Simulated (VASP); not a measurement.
# SiC (P1) in VASP: single point with PBE

Aim: the single point of SiC with PBE.

All numbers are computed with VASP 6.6.1; they aren't measurements. Logs are shortened: lines on timing, memory, paths and dates and some standing lists are left out, and cuts for length are marked.

### Step 1. The cell of the first run

The typed cell holds 8 atoms: a = 3.076 Å, b = 3.076 Å, c = 10.071 Å, α = 90.00°, β = 90.00°, γ = 120.00°.

### Step 2. Single point, PBE (atom 1 (Si) moved +0.338 Å along Cartesian [1 -1 0])

INCAR reads:

```
SYSTEM = SiC
ALGO = Normal ; EDIFF = 1E-6
ENCUT = 520 ; GGA = PE
ISIF = 2 ; ISMEAR = 0
LASPH = .TRUE. ; LCHARG = .FALSE.
LREAL = .FALSE. ; LWAVE = .FALSE.
NBANDS = 26 ; NELM = 80
PREC = Accurate ; SIGMA = 0.05
```

KPOINTS reads:

```
k-points
0
G
  12 12 4
  0 0 0
```

POSCAR reads:

```
SiC
1.0
    3.0756941497      0.0000000000      0.0000000000
   -1.5378470748      2.6636292679      0.0000000000
    0.0000000000      0.0000000000     10.0706464800
Si C
4 4
Direct
    0.6994608054      0.2437380801      0.9378419800
    0.3333333333      0.6666666667      0.4378419800
    0.0000000000      0.0000000000      0.6878943800
    0.0000000000      0.0000000000      0.1878943800
    0.6666666667      0.3333333333      0.7498025900
    0.3333333333      0.6666666667      0.2498025900
    0.0000000000      0.0000000000      0.5004600500
    0.0000000000      0.0000000000      0.0004600500
```

Potentials or basis: VASP PAW PBE potentials, release 64 (Si, C).

Command:

```sh
$ cat potpaw_PBE.64/Si/POTCAR potpaw_PBE.64/C/POTCAR > POTCAR
$ mpirun -np 1 vasp_std > vasp.out
```

OUTCAR:

```text
SYSTEM = SiC
   EDIFF = 1E-6
   ENCUT = 520
   GGA = PE
   ISIF = 2
   ISMEAR = 0
   LASPH = .TRUE.
   LREAL = .FALSE.
   NELM = 80
   PREC = Accurate

 ion  position               nearest neighbor table
   1  0.699  0.244  0.938-   8 1.58   5 1.92   8 1.99   8 2.12   3 2.91   4 2.91   3 3.15
   2  0.333  0.667  0.438-   7 1.88   7 1.88   7 1.88   6 1.89   4 3.08   4 3.08   4 3.08   3 3.08
                             3 3.08   3 3.08
   3  0.000  0.000  0.688-   5 1.88   5 1.88   5 1.88   7 1.89   1 2.91   2 3.08   2 3.08   2 3.08
                             1 3.15
   4  0.000  0.000  0.188-   6 1.88   6 1.88   6 1.88   8 1.89   1 2.91   2 3.08   2 3.08   2 3.08

   5  0.667  0.333  0.750-   3 1.88   3 1.88   3 1.88   1 1.92
   6  0.333  0.667  0.250-   4 1.88   4 1.88   4 1.88   2 1.89
   7  0.000  0.000  0.500-   2 1.88   2 1.88   2 1.88   3 1.89
   8  0.000  0.000  0.000-   1 1.58   4 1.89   1 1.99   1 2.12

  LATTYP: Found a hexagonal cell.
 ALAT       =     3.0756941497
 C/A-ratio  =     3.2742678530

  Lattice vectors:

 A1 = (   3.0756941497,   0.0000000000,   0.0000000000)
 A2 = (  -1.5378470748,   2.6636292679,   0.0000000000)
 A3 = (   0.0000000000,   0.0000000000,  10.0706464800)

Analysis of symmetry for initial positions (statically):
=====================================================================
 Subroutine PRICEL returns:
 Original cell was already a primitive cell.

 Routine SETGRP: Setting up the symmetry group for a
 hexagonal supercell.

 Subroutine GETGRP returns: Found  1 space group operations
 (whereof  1 operations were pure point group operations)
 out of a pool of 24 trial point group operations.

The static configuration has the point symmetry C_1 .

Analysis of symmetry for dynamics (positions and initial velocities):
=====================================================================
 Subroutine PRICEL returns:
 Original cell was already a primitive cell.

 Routine SETGRP: Setting up the symmetry group for a
 hexagonal supercell.

 Subroutine GETGRP returns: Found  1 space group operations
 (whereof  1 operations were pure point group operations)
 out of a pool of 24 trial point group operations.

The dynamic configuration has the point symmetry C_1 .

 Subroutine INISYM returns: Found  1 space group operations
 (whereof  1 operations are pure point group operations),
 and found     1 'primitive' translations

----------------------------------------------------------------------------------------

                                     Primitive cell

  volume of cell :      82.5039

  direct lattice vectors                    reciprocal lattice vectors
     3.075694150  0.000000000  0.000000000     0.325129857  0.187713811  0.000000000
    -1.537847075  2.663629268  0.000000000     0.000000000  0.375427621  0.000000000
     0.000000000  0.000000000 10.070646480     0.000000000  0.000000000  0.099298491

  length of vectors
     3.075694150  3.075694150 10.070646480     0.375427621  0.375427621  0.099298491

  position of ions in fractional coordinates (direct lattice)
     0.699460805  0.243738080  0.937841980
     0.333333333  0.666666667  0.437841980
     0.000000000  0.000000000  0.687894380
     0.000000000  0.000000000  0.187894380
     0.666666667  0.333333333  0.749802590
     0.333333333  0.666666667  0.249802590
     0.000000000  0.000000000  0.500460050
     0.000000000  0.000000000  0.000460050

  ion indices of the primitive-cell ions
   primitive index   ion index
                 1           1
                 2           2
                 3           3
                 4           4
                 5           5
                 6           6
                 7           7
                 8           8

----------------------------------------------------------------------------------------

 KPOINTS: k-points

Automatic generation of k-mesh.
 Grid dimensions read from file:
 generate k-points for:   12   12    4

 Generating k-lattice:

  Cartesian coordinates                     Fractional coordinates (reciprocal lattice)
     0.027094155  0.015642818  0.000000000     0.083333333  0.000000000  0.000000000
     0.000000000  0.031285635  0.000000000     0.000000000  0.083333333  0.000000000
     0.000000000  0.000000000  0.024824623     0.000000000  0.000000000  0.250000000

  Length of vectors
     0.031285635  0.031285635  0.024824623

  Shift w.r.t. Gamma in fractional coordinates (k-lattice)
     0.000000000  0.000000000  0.000000000

 Subroutine IBZKPT returns following result:
 ===========================================

 Found    292 irreducible k-points:

 Following reciprocal coordinates:
            Coordinates               Weight
  0.000000  0.000000  0.000000      1.000000
  0.083333 -0.000000  0.000000      2.000000
  0.000000  0.083333  0.000000      2.000000
 -0.083333  0.083333  0.000000      2.000000
  0.166667 -0.000000  0.000000      2.000000
  0.000000  0.166667  0.000000      2.000000
[... 16 lines left out ...]
  0.166667  0.083333  0.000000      2.000000
 -0.083333  0.250000  0.000000      2.000000
 [... further k-points ...]
   k-points           NKPTS =    292   k-points in BZ     NKDIM =    292   number of bands    NBANDS=     26
   number of dos      NEDOS =    301   number of ions     NIONS =      8
   total plane-waves  NPLWV =  46080
   dimension x,y,z NGX =    24 NGY =   24 NGZ =   80
   dimension x,y,z NGXF=    48 NGYF=   48 NGZF=  160
   ions per type =               4   4
   NGX,Y,Z   is equivalent  to a cutoff of  12.97, 12.97, 13.21 a.u.
   NGXF,Y,Z  is equivalent  to a cutoff of  25.94, 25.94, 26.41 a.u.
 SYSTEM =  SiC
   PREC   = accura    normal or accurate (medium, high low for compatibility)
   ISTART =      0    job   : 0-new  1-cont  2-samecut
   ICHARG =      2    charge: 1-file 2-atom 10-const
   ISPIN  =      1    spin polarized calculation?
   LNONCOLLINEAR =      F non collinear calculations
   LSORBIT =      F    spin-orbit coupling
   LASPH  =      T    aspherical Exc in radial PAW
   ENCUT  =  520.0 eV  38.22 Ry    6.18 a.u.   5.72  5.72 18.72*2*pi/ulx,y,z
   NELM   =     80;   NELMIN=  2; NELMDL= -5     # of ELM steps
   EDIFF  = 0.1E-05   stopping-criterion for ELM
   LREAL  =      F    real-space projection
   EDIFFG = 0.1E-04   stopping-criterion for IOM
   NSW    =      0    number of steps for IOM
   IBRION =     -1    ionic relax: 0-MD 1-quasi-New 2-CG
   NFREE  =      0    steps in history (QN), initial steepest desc. (CG)
   ISIF   =      2    stress and relaxation
   ISYM   =      2    0-nonsym 1-usesym 2-fastsym
   POTIM  = 0.5000    time-step for ionic-motion
   TEBEG  =    0.0;   TEEND  =   0.0 temperature during run
   PSTRESS=    0.0 pullay stress
   NELECT =      32.0000    total number of electrons
   NUPDOWN=      -1.0000    fix difference up-down
   EMIN   =  10.00;   EMAX   =-10.00  energy-range for DOS
   EFERMI =   0.00;   METHOD = LEGACY
   ISMEAR =     0;   SIGMA  =   0.05  broadening in eV -4-tet -1-fermi 0-gaus
   EFERMI_NEDOS =   21; number of points for ismear=-14 and -15
   IALGO  =     38    algorithm
   IMIX   =      4    mixing-type and parameters
     AMIX     =   0.40;   BMIX     =  1.00
     AMIX_MAG =   1.60;   BMIX_MAG =  1.00
  volume/ion in A,a.u.               =      10.31        69.60
  Fermi-wavevector in a.u.,A,eV,Ry     =   1.193897  2.256138 19.393597  1.425389
  Thomas-Fermi vector in A             =   2.329900
   LORBIT       =      0    0 simple, 1 ext, 2 COOP (PROOUT), +10 PAW based schemes
   GGA     = PE    functional components
   LHFCALC =     F    Hartree Fock is set to
   AEXX    =    0.0000 exact exchange contribution
   IVDW    =     0    specifies the selected vdW correction
   LEPSILON=     F    determine dielectric tensor
   LRPA    =     F    only Hartree local field effects (RPA)
 non-spin polarized calculation
 Gauss-broadening in eV      SIGMA  =   0.05
  energy-cutoff  :      520.00
  volume of cell :       82.50
 maximum number of plane-waves:      2248
   NGX = 11   NGY = 11   NGZ = 37

 number of electron      32.0000000 magnetization

 Free energy of the ion-electron system (eV)
  ---------------------------------------------------
  ext. energy  EPLUGINS =         0.00000000
  ---------------------------------------------------
  free energy    TOTEN  =       -58.77531083 eV

  energy without entropy =      -58.77531083  energy(sigma->0) =      -58.77531083

 E-fermi :   8.9966     XC(G=0): -11.3656

 val. band max:        8.7740798338   @ k =   0.0000   0.0000   0.0000
 cond. band min:      10.1927243471   @ k =   0.5000   0.0000   0.0000
 fundamental gap:      1.4186445133
 Fermi energy:         8.9965588734

 k-point     1 :       0.0000    0.0000    0.0000
  band No.  band energies     occupation
      1      -7.3250      2.00000
      2      -6.1606      2.00000
      3      -6.1010      2.00000
      4      -3.7727      2.00000
      5      -0.4292      2.00000
      6       3.7504      2.00000
[... 18 lines left out ...]
     25      15.6955      0.00000
     26      16.0237      0.00000

 k-point     2 :       0.0833   -0.0000    0.0000
  band No.  band energies     occupation
      1      -7.2050      2.00000
      2      -6.0456      2.00000
      3      -5.9836      2.00000
      4      -3.6722      2.00000
      5      -0.3184      2.00000
      6       3.7821      2.00000
[... 18 lines left out ...]
     25      15.8798      0.00000
     26      16.1728      0.00000

 k-point     3 :       0.0000    0.0833    0.0000
  band No.  band energies     occupation
      1      -7.2054      2.00000
      2      -6.0465      2.00000
      3      -5.9837      2.00000
      4      -3.6727      2.00000
      5      -0.3187      2.00000
      6       3.7768      2.00000
[... 572 lines left out ...]
 k-point    23 :       0.1667    0.0833    0.0000
  band No.  band energies     occupation
      1      -6.5002      2.00000
      2      -5.3786      2.00000
      3      -5.2948      2.00000
      4      -3.1084      2.00000
      5       0.3087      2.00000
      6       3.5170      2.00000
[... 18 lines left out ...]
     25      16.1282      0.00000
     26      16.7403      0.00000

 k-point    24 :      -0.0833    0.2500    0.0000
  band No.  band energies     occupation
      1      -6.4965      2.00000
      2      -5.3738      2.00000
      3      -5.2925      2.00000
      4      -3.1052      2.00000
      5       0.3112      2.00000
      6       3.3965      2.00000
[... 18 lines left out ...]
     25      16.3480      0.00000
     26      16.7183      0.00000

 [... further k-points ...]

------------------------ aborting loop because EDIFF is reached ----------------------------------------

  FORCE on cell =-STRESS in cart. coord.  units (eV):
  Direction    XX          YY          ZZ          XY          YZ          ZX
  --------------------------------------------------------------------------------------
  -------------------------------------------------------------------------------------
  Total        7.7859804      2.5281438      3.0374646     -3.3525819     -1.5817745      3.5925542
  in kB      151.1992412     49.0950930     58.9858087    -65.1052038    -30.7171464     69.7653264
  external PRESSURE =      86.4267143 kB  Pullay stress =       0.0000000 kB

 VOLUME and BASIS-vectors are now :
 -----------------------------------------------------------------------------
  energy-cutoff  :      520.00
  volume of cell :       82.50
      direct lattice vectors                 reciprocal lattice vectors
     3.075694150  0.000000000  0.000000000     0.325129857  0.187713811  0.000000000
    -1.537847075  2.663629268  0.000000000     0.000000000  0.375427621  0.000000000
     0.000000000  0.000000000 10.070646480     0.000000000  0.000000000  0.099298491

 POSITION                                       TOTAL-FORCE (eV/Angst)
 -----------------------------------------------------------------------------------
      1.77650      0.64923      9.44468        -8.681866      5.244493     -2.768091
     -0.00000      1.77575      4.40935        -0.017964      0.018010     -0.005845
      0.00000      0.00000      6.92754         0.120205     -0.068247     -0.059987
      0.00000      0.00000      1.89222         0.070278     -0.075201     -0.084267
      1.53785      0.88788      7.55100         0.508101     -0.504754      0.272559
     -0.00000      1.77575      2.51567        -0.014979      0.018305     -0.009261
      0.00000      0.00000      5.03996         0.051524     -0.053590     -0.014986
      0.00000      0.00000      0.00463         7.964701     -4.579017      2.669879
 -----------------------------------------------------------------------------------
    total drift:                               -0.000008      0.000027      0.000085

  FREE ENERGIE OF THE ION-ELECTRON SYSTEM (eV)
  ---------------------------------------------------
  free  energy   TOTEN  =       -58.7753108269 eV

  energy  without entropy=      -58.7753108269  energy(sigma->0) =      -58.77531083
```

Wall time 7.4 min (1 thread of Intel Xeon Platinum 8259CL at 2.50GHz (Skylake/Cascade Lake), shared host); peak memory 0.54 GiB.

What came out:

| Item | Value |
| --- | --- |
| Free energy | -58.7753 eV |
| Pressure | 8.6 GPa |
| Largest force | 10.514 eV/Å |
| Band gap on the k mesh | 1.42 eV (least direct gap 2.87 eV) |

Forces in eV/Å, atoms in the order of the input:
```
Si  -8.682  5.244 -2.768
Si  -0.018  0.018 -0.006
Si   0.120 -0.068 -0.060
Si   0.070 -0.075 -0.084
C    0.508 -0.505  0.273
C   -0.015  0.018 -0.009
C    0.052 -0.054 -0.015
C    7.965 -4.579  2.670
```

Stress tensor (GPa, compression positive):
```
15.12 -6.51  6.98
-6.51  4.91 -3.07
 6.98 -3.07  5.90
```

Caveat: the cell differs from its parent crystal (atom 1 (Si) moved +0.338 Å along Cartesian [1 -1 0]); the stress differs along the axes, from 5 to 15 GPa; forces of over 1 eV/Å act on the atoms, so gaps and moduli don't describe the material at rest.
